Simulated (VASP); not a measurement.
# KF (Fmmm) in VASP: notebook

KF is run at these levels: PBE; tasks: single point.

Program: VASP 6.6.1. These are calculated values, not measurements. Logs are shortened: lines on timing, memory, paths and dates and some standing lists are left out, and cuts for length are marked.

## Step 1: The cell of the first run

It takes space group Fmmm (No. 69, orthorhombic). Conventional cell: a = 5.136 Å, b = 5.421 Å, c = 5.624 Å, α = 90.00°, β = 90.00°, γ = 90.00°. Within 3.4 Å of K (site symmetry mmm) lie 6 F at 2.57 to 2.81 Å. Within 3.4 Å of F (site symmetry mmm) lie 6 K at 2.57 to 2.81 Å.

## Step 2: Single point, PBE (normal strain along x -0.0525, normal strain along z +0.0375)

File INCAR:

```
SYSTEM = KF
PREC = Accurate
ENCUT = 520
EDIFF = 1E-6
ISMEAR = 0
SIGMA = 0.05
LREAL = .FALSE.
LASPH = .TRUE.
NELM = 60
ALGO = Normal
ISIF = 2
LWAVE = .FALSE.
LCHARG = .TRUE.
GGA = PE
LELF = .TRUE.
LVHAR = .TRUE.
NBANDS = 15
```

File KPOINTS:

```
Automatic mesh
0
G
  8 8 8
  0 0 0
```

File POSCAR:

```
KF
1.0
    0.0000000000      2.7105354767      2.8121805571
    2.5682323642      0.0000000000      2.8121805571
    2.5682323642      2.7105354767      0.0000000000
K F
1 1
Direct
    0.0000000000      0.0000000000      0.0000000000
    0.5000000000      0.5000000000      0.5000000000
```

Potentials or basis: VASP PAW PBE potentials, release 64 (K_sv, F).

Run with:

```sh
> cat potpaw_PBE.64/K_sv/POTCAR potpaw_PBE.64/F/POTCAR > POTCAR
> mpirun -np 1 vasp_std > vasp.out
```

OUTCAR:

```text
SYSTEM = KF
   PREC = Accurate
   ENCUT = 520
   EDIFF = 1E-6
   ISMEAR = 0
   LREAL = .FALSE.
   LASPH = .TRUE.
   NELM = 60
   ISIF = 2
   GGA = PE

 ion  position               nearest neighbor table
   1  0.000  0.000  0.000-   2 2.57   2 2.57   2 2.71   2 2.71   2 2.81   2 2.81
   2  0.500  0.500  0.500-   1 2.57   1 2.57   1 2.71   1 2.71   1 2.81   1 2.81

  LATTYP: Found a face centered orthorhombic cell.
 ALAT       =     5.1364647284
 B/A-ratio  =     1.0554089710
 C/A-ratio  =     1.0949868074

  Lattice vectors:

 A1 = (   0.0000000000,   2.7105354767,   2.8121805571)
 A2 = (   2.5682323642,   0.0000000000,   2.8121805571)
 A3 = (   2.5682323642,   2.7105354767,   0.0000000000)

Analysis of symmetry for initial positions (statically):
=====================================================================
 Subroutine PRICEL returns:
 Original cell was already a primitive cell.

 Routine SETGRP: Setting up the symmetry group for a
 face centered orthorhombic supercell.

 Subroutine GETGRP returns: Found  8 space group operations
 (whereof  8 operations were pure point group operations)
 out of a pool of  8 trial point group operations.

The static configuration has the point symmetry D_2h.

Analysis of symmetry for dynamics (positions and initial velocities):
=====================================================================
 Subroutine PRICEL returns:
 Original cell was already a primitive cell.

 Routine SETGRP: Setting up the symmetry group for a
 face centered orthorhombic supercell.

 Subroutine GETGRP returns: Found  8 space group operations
 (whereof  8 operations were pure point group operations)
 out of a pool of  8 trial point group operations.

The dynamic configuration has the point symmetry D_2h.

 Subroutine INISYM returns: Found  8 space group operations
 (whereof  8 operations are pure point group operations),
 and found     1 'primitive' translations

----------------------------------------------------------------------------------------

                                     Primitive cell

  volume of cell :      39.1528

  direct lattice vectors                    reciprocal lattice vectors
     0.000000000  2.710535477  2.812180557    -0.194686434  0.184465396  0.177797972
     2.568232364  0.000000000  2.812180557     0.194686434 -0.184465396  0.177797972
     2.568232364  2.710535477  0.000000000     0.194686434  0.184465396 -0.177797972

  length of vectors
     3.905811319  3.808434975  3.734008576     0.321780063  0.321780063  0.321780063

  position of ions in fractional coordinates (direct lattice)
     0.000000000  0.000000000  0.000000000
     0.500000000  0.500000000  0.500000000

  ion indices of the primitive-cell ions
   primitive index   ion index
                 1           1
                 2           2

----------------------------------------------------------------------------------------

 KPOINTS: Automatic mesh

Automatic generation of k-mesh.
 Grid dimensions read from file:
 generate k-points for:    8    8    8

 Generating k-lattice:

  Cartesian coordinates                     Fractional coordinates (reciprocal lattice)
    -0.024335804  0.023058174  0.022224747     0.125000000 -0.000000000  0.000000000
     0.024335804 -0.023058174  0.022224747    -0.000000000  0.125000000  0.000000000
     0.024335804  0.023058174 -0.022224747     0.000000000  0.000000000  0.125000000

  Length of vectors
     0.040222508  0.040222508  0.040222508

  Shift w.r.t. Gamma in fractional coordinates (k-lattice)
     0.000000000  0.000000000  0.000000000

 Subroutine IBZKPT returns following result:
 ===========================================

 Found     95 irreducible k-points:

 Following reciprocal coordinates:
            Coordinates               Weight
  0.000000  0.000000  0.000000      1.000000
  0.125000 -0.000000  0.000000      8.000000
  0.250000 -0.000000  0.000000      8.000000
  0.375000  0.000000  0.000000      8.000000
  0.500000 -0.000000  0.000000      4.000000
  0.125000  0.125000  0.000000      2.000000
[... 16 lines left out ...]
  0.250000 -0.000000  0.125000      8.000000
  0.375000  0.000000  0.125000      8.000000
 [... further k-points ...]
   k-points           NKPTS =     95   k-points in BZ     NKDIM =     95   number of bands    NBANDS=     15
   number of dos      NEDOS =    301   number of ions     NIONS =      2
   total plane-waves  NPLWV =  23520
   dimension x,y,z NGX =    30 NGY =   28 NGZ =   28
   dimension x,y,z NGXF=    60 NGYF=   56 NGZF=   56
   ions per type =               1   1
   NGX,Y,Z   is equivalent  to a cutoff of  12.77, 12.22, 12.47 a.u.
   NGXF,Y,Z  is equivalent  to a cutoff of  25.54, 24.45, 24.93 a.u.
 SYSTEM =  KF
   PREC   = accura    normal or accurate (medium, high low for compatibility)
   ISTART =      0    job   : 0-new  1-cont  2-samecut
   ICHARG =      2    charge: 1-file 2-atom 10-const
   ISPIN  =      1    spin polarized calculation?
   LNONCOLLINEAR =      F non collinear calculations
   LSORBIT =      F    spin-orbit coupling
   LASPH  =      T    aspherical Exc in radial PAW
   ENCUT  =  520.0 eV  38.22 Ry    6.18 a.u.   7.26  7.08  6.94*2*pi/ulx,y,z
   NELM   =     60;   NELMIN=  2; NELMDL= -5     # of ELM steps
   EDIFF  = 0.1E-05   stopping-criterion for ELM
   LREAL  =      F    real-space projection
   EDIFFG = 0.1E-04   stopping-criterion for IOM
   NSW    =      0    number of steps for IOM
   IBRION =     -1    ionic relax: 0-MD 1-quasi-New 2-CG
   NFREE  =      0    steps in history (QN), initial steepest desc. (CG)
   ISIF   =      2    stress and relaxation
   ISYM   =      2    0-nonsym 1-usesym 2-fastsym
   POTIM  = 0.5000    time-step for ionic-motion
   TEBEG  =    0.0;   TEEND  =   0.0 temperature during run
   PSTRESS=    0.0 pullay stress
   NELECT =      16.0000    total number of electrons
   NUPDOWN=      -1.0000    fix difference up-down
   EMIN   =  10.00;   EMAX   =-10.00  energy-range for DOS
   EFERMI =   0.00;   METHOD = LEGACY
   ISMEAR =     0;   SIGMA  =   0.05  broadening in eV -4-tet -1-fermi 0-gaus
   EFERMI_NEDOS =   21; number of points for ismear=-14 and -15
   IALGO  =     38    algorithm
   IMIX   =      4    mixing-type and parameters
     AMIX     =   0.40;   BMIX     =  1.00
     AMIX_MAG =   1.60;   BMIX_MAG =  1.00
  volume/ion in A,a.u.               =      19.58       132.11
  Fermi-wavevector in a.u.,A,eV,Ry     =   1.214863  2.295758 20.080730  1.475892
  Thomas-Fermi vector in A             =   2.350269
   LORBIT       =      0    0 simple, 1 ext, 2 COOP (PROOUT), +10 PAW based schemes
   GGA     = PE    functional components
   LHFCALC =     F    Hartree Fock is set to
   AEXX    =    0.0000 exact exchange contribution
   IVDW    =     0    specifies the selected vdW correction
   LEPSILON=     F    determine dielectric tensor
   LRPA    =     F    only Hartree local field effects (RPA)
 non-spin polarized calculation
 Gauss-broadening in eV      SIGMA  =   0.05
  energy-cutoff  :      520.00
  volume of cell :       39.15
 maximum number of plane-waves:      1070
 NGX is ok and might be reduce to    30
   NGX = 15   NGY = 15   NGZ = 13

 number of electron      15.9999997 magnetization

 Free energy of the ion-electron system (eV)
  ---------------------------------------------------
  ext. energy  EPLUGINS =         0.00000000
  ---------------------------------------------------
  free energy    TOTEN  =        -8.26987214 eV

  energy without entropy =       -8.26987214  energy(sigma->0) =       -8.26987214

 E-fermi :  -2.4697     XC(G=0):  -8.2781

 val. band max:       -2.7955095101   @ k =   0.0000   0.0000   0.0000
 cond. band min:       3.1284302021   @ k =   0.0000   0.0000   0.0000
 fundamental gap:      5.9239397122
 Fermi energy:        -2.4696937409

 k-point     1 :       0.0000    0.0000    0.0000
  band No.  band energies     occupation
      1     -29.0626      2.00000
      2     -21.5238      2.00000
      3     -12.3522      2.00000
      4     -12.3271      2.00000
      5     -12.3268      2.00000
      6      -2.9250      2.00000
      7      -2.8899      2.00000
      8      -2.7955      2.00000
      9       3.1284      0.00000
     10       7.5311      0.00000
     11       7.7452      0.00000
     12       8.0296      0.00000
     13       9.0200      0.00000
     14       9.8055      0.00000
     15      13.9453      0.00000

 k-point     2 :       0.1250   -0.0000    0.0000
  band No.  band energies     occupation
      1     -29.0501      2.00000
      2     -21.5361      2.00000
      3     -12.3807      2.00000
      4     -12.3458      2.00000
      5     -12.3244      2.00000
      6      -3.0201      2.00000
      7      -2.9510      2.00000
      8      -2.8799      2.00000
      9       3.5483      0.00000
     10       7.4792      0.00000
     11       7.8531      0.00000
     12       8.1277      0.00000
     13       9.1648      0.00000
     14       9.9437      0.00000
     15      14.6703      0.00000

 k-point     3 :       0.2500   -0.0000    0.0000
  band No.  band energies     occupation
      1     -29.0196      2.00000
      2     -21.5661      2.00000
      3     -12.4676      2.00000
      4     -12.3730      2.00000
      5     -12.3170      2.00000
      6      -3.2965      2.00000
      7      -3.0595      2.00000
      8      -3.0313      2.00000
      9       4.6026      0.00000
     10       7.1642      0.00000
     11       8.3219      0.00000
     12       8.6101      0.00000
     13       9.6511      0.00000
     14      10.3422      0.00000
     15      15.4682      0.00000

 k-point     4 :       0.3750    0.0000    0.0000
  band No.  band energies     occupation
      1     -28.9889      2.00000
      2     -21.5966      2.00000
      3     -12.5561      2.00000
      4     -12.3974      2.00000
      5     -12.3091      2.00000
      6      -3.5490      2.00000
      7      -3.1674      2.00000
      8      -3.1618      2.00000
      9       5.7054      0.00000
     10       7.1917      0.00000
     11       8.7301      0.00000
     12       9.1429      0.00000
     13      10.5572      0.00000
     14      10.9476      0.00000
     15      13.9258      0.00000
[... 307 lines left out ...]
 k-point    22 :       0.1250    0.0000    0.1250
  band No.  band energies     occupation
      1     -29.0464      2.00000
      2     -21.5358      2.00000
      3     -12.3721      2.00000
      4     -12.3621      2.00000
      5     -12.3520      2.00000
      6      -3.1120      2.00000
      7      -2.9435      2.00000
      8      -2.8110      2.00000
      9       3.6627      0.00000
     10       7.2241      0.00000
     11       7.9522      0.00000
     12       8.3714      0.00000
     13       9.2250      0.00000
     14       9.8991      0.00000
     15      14.9028      0.00000

 k-point    23 :       0.2500   -0.0000    0.1250
  band No.  band energies     occupation
      1     -29.0227      2.00000
      2     -21.5537      2.00000
      3     -12.4447      2.00000
      4     -12.3917      2.00000
      5     -12.3669      2.00000
      6      -3.2910      2.00000
      7      -3.0073      2.00000
      8      -2.9007      2.00000
      9       4.4638      0.00000
     10       6.8568      0.00000
     11       8.4478      0.00000
     12       8.7596      0.00000
     13       9.5421      0.00000
     14      10.1284      0.00000
     15      15.8397      0.00000

 k-point    24 :       0.3750    0.0000    0.1250
  band No.  band energies     occupation
      1     -28.9924      2.00000
      2     -21.5799      2.00000
      3     -12.5439      2.00000
      4     -12.4187      2.00000
      5     -12.3701      2.00000
      6      -3.4447      2.00000
      7      -3.1256      2.00000
      8      -3.0568      2.00000
      9       5.5776      0.00000
     10       6.8089      0.00000
     11       8.7820      0.00000
     12       9.1886      0.00000
     13      10.2967      0.00000
     14      10.7077      0.00000
     15      14.2561      0.00000

 [... further k-points ...]

------------------------ aborting loop because EDIFF is reached ----------------------------------------

  FORCE on cell =-STRESS in cart. coord.  units (eV):
  Direction    XX          YY          ZZ          XY          YZ          ZX
  --------------------------------------------------------------------------------------
  -------------------------------------------------------------------------------------
  Total        0.9564858      0.0860284     -0.2668646      0.0000000      0.0000000      0.0000000
  in kB       39.1405116      3.5203812    -10.9204116      0.0000000      0.0000000      0.0000000
  external PRESSURE =      10.5801604 kB  Pullay stress =       0.0000000 kB

 VOLUME and BASIS-vectors are now :
 -----------------------------------------------------------------------------
  energy-cutoff  :      520.00
  volume of cell :       39.15
      direct lattice vectors                 reciprocal lattice vectors
     0.000000000  2.710535477  2.812180557    -0.194686434  0.184465396  0.177797972
     2.568232364  0.000000000  2.812180557     0.194686434 -0.184465396  0.177797972
     2.568232364  2.710535477  0.000000000     0.194686434  0.184465396 -0.177797972

 POSITION                                       TOTAL-FORCE (eV/Angst)
 -----------------------------------------------------------------------------------
      0.00000      0.00000      0.00000         0.000000      0.000000      0.000000
      2.56823      2.71054      2.81218        -0.000000      0.000000     -0.000000
 -----------------------------------------------------------------------------------
    total drift:                                0.000000      0.000000      0.000000

  FREE ENERGIE OF THE ION-ELECTRON SYSTEM (eV)
  ---------------------------------------------------
  free  energy   TOTEN  =        -8.2698721436 eV

  energy  without entropy=       -8.2698721436  energy(sigma->0) =       -8.26987214
```

Run time: 89 s. Hardware: 1 thread of Intel Xeon 8259CL, shared host; peak memory 0.19 GiB.

What came out:

```yaml
Free_energy: -8.2699 eV
Pressure: 1.1 GPa
Band_gap_on_the_k_mesh: 5.92 eV
```

Stress tensor (GPa, compression positive):
```
 3.91  0.00  0.00
 0.00  0.35  0.00
 0.00  0.00 -1.09
```

Caveat: the cell differs from its parent crystal (normal strain along x -0.0525, normal strain along z +0.0375).

## Step 3: Single point, PBE (normal strain along x +0.0175, normal strain along z -0.0375)

File INCAR:

```
SYSTEM = KF
  ALGO = Normal
  EDIFF = 1E-6
  ENCUT = 520
  GGA = PE
  ISIF = 2
  ISMEAR = 0
  LASPH = .TRUE.
  LCHARG = .TRUE.
  LELF = .TRUE.
  LREAL = .FALSE.
  LVHAR = .TRUE.
  LWAVE = .FALSE.
  NBANDS = 15
  NELM = 60
  PREC = Accurate
  SIGMA = 0.05
```

File KPOINTS:

```
k-points
0
G
  8 8 8
  0 0 0
```

File POSCAR:

```
KF
1.0
    0.0000000000      2.7105354767      2.6088903963
    2.7579698475      0.0000000000      2.6088903963
    2.7579698475      2.7105354767      0.0000000000
K F
1 1
Direct
    0.0000000000      0.0000000000      0.0000000000
    0.5000000000      0.5000000000      0.5000000000
```

Potentials or basis: VASP PAW PBE potentials, release 64 (K_sv, F).

Run with:

```sh
> cat potpaw_PBE.64/K_sv/POTCAR potpaw_PBE.64/F/POTCAR > POTCAR
> mpirun -np 1 vasp_std > vasp.out
```

It took 84 s on 1 thread of Intel Xeon 8259CL, shared host; peak memory 0.2 GiB.

Results (log left out):

* Free energy: -8.2859 eV
* Pressure: 0.9 GPa
* Band gap on the k mesh: 5.99 eV

Stress tensor (GPa, compression positive):
```
-0.42  0.00  0.00
 0.00  0.34  0.00
 0.00  0.00  2.66
```

Levels at points of the mesh, in eV from the valence-band top:
| k point | band 6 | band 7 | band 8 | band 9 | band 10 | band 11 |
| --- | --- | --- | --- | --- | --- | --- |
| (0.00, 0.00, 0.00) | -0.08 | -0.06 | 0.00 | 5.99 | 10.45 | 10.55 |
| (0.50, 0.00, 0.00) | -0.82 | -0.39 | -0.38 | 8.92 | 10.38 | 11.78 |
| (0.50, 0.50, 0.00) | -0.19 | -0.15 | -0.13 | 8.02 | 10.18 | 11.88 |
| (0.50, 0.00, 0.50) | -0.29 | -0.14 | -0.05 | 8.18 | 10.12 | 11.52 |
| (0.00, 0.50, 0.50) | -0.32 | -0.12 | -0.05 | 8.23 | 10.12 | 11.35 |

Caveat: the cell differs from its parent crystal (normal strain along x +0.0175, normal strain along z -0.0375).

## Step 4: Single point, PBE (normal strain along x +0.0350, normal strain along z -0.0375)

File INCAR:

```
PREC = Accurate
ENCUT = 520
EDIFF = 1E-7
ISMEAR = 0
SIGMA = 0.05
LREAL = False
LASPH = True
NELM = 100
ALGO = Normal
ISIF = 2
LWAVE = False
LCHARG = False
GGA = PE
NBANDS = 15
```

File KPOINTS:

```
regular mesh
0
Gamma
  8 8 8
```

File POSCAR:

```
KF
1.0
    0.0000000000      2.7105354767      2.6088903963
    2.8054042184      0.0000000000      2.6088903963
    2.8054042184      2.7105354767      0.0000000000
K F
1 1
Direct
    0.0000000000      0.0000000000      0.0000000000
    0.5000000000      0.5000000000      0.5000000000
```

Run with:

```sh
> cat potpaw_PBE.64/K_sv/POTCAR potpaw_PBE.64/F/POTCAR > POTCAR
> mpirun -np 1 vasp_std > vasp.out
```

It took 85 s on 1 thread of Intel Xeon 8259CL, shared host; peak memory 0.19 GiB.

The run converged. Its results:

- Free energy: -8.2832 eV
- Pressure: 0.4 GPa
- Band gap on the k mesh: 5.89 eV

Stress tensor (GPa, compression positive):
```
-1.20  0.00  0.00
 0.00  0.13  0.00
 0.00  0.00  2.37
```

Levels at points of the mesh, in eV from the valence-band top:
| k point | band 6 | band 7 | band 8 | band 9 | band 10 | band 11 |
| --- | --- | --- | --- | --- | --- | --- |
| (0.00, 0.00, 0.00) | -0.09 | -0.06 | 0.00 | 5.89 | 10.34 | 10.54 |
| (0.50, 0.00, 0.00) | -0.81 | -0.38 | -0.37 | 8.84 | 10.25 | 11.66 |
| (0.50, 0.50, 0.00) | -0.19 | -0.17 | -0.13 | 7.99 | 10.09 | 11.79 |
| (0.50, 0.00, 0.50) | -0.29 | -0.16 | -0.06 | 8.15 | 10.02 | 11.43 |
| (0.00, 0.50, 0.50) | -0.35 | -0.12 | -0.05 | 8.25 | 10.03 | 11.11 |

Caveat: the cell differs from its parent crystal (normal strain along x +0.0350, normal strain along z -0.0375). A k mesh can miss the band edges.

## Step 5: Overview

| cell | gap on the mesh (eV) | pressure (GPa) |
| --- | --- | --- |
| a = 3.906, b = 3.808, c = 3.734 Å, angles 62.4, 59.8, 57.9°, 2 atoms | 5.92 | 1.1 |
| a = 3.762, b = 3.796, c = 3.867 Å, angles 58.8, 59.7, 61.5°, 2 atoms | 5.99 | 0.9 |
| a = 3.762, b = 3.831, c = 3.901 Å, angles 58.2, 60.0, 61.8°, 2 atoms | 5.89 | 0.4 |

Alike in all rows: task single point; level PBE; potentials or basis VASP PAW PBE potentials, release 64 (K_sv, F); no spin polarisation; k mesh 8 × 8 × 8; cutoff (eV) 520; smearing gaussian 0.05 eV.

Total energies depend on the potentials used, so only differences within one code and one set of settings carry meaning.
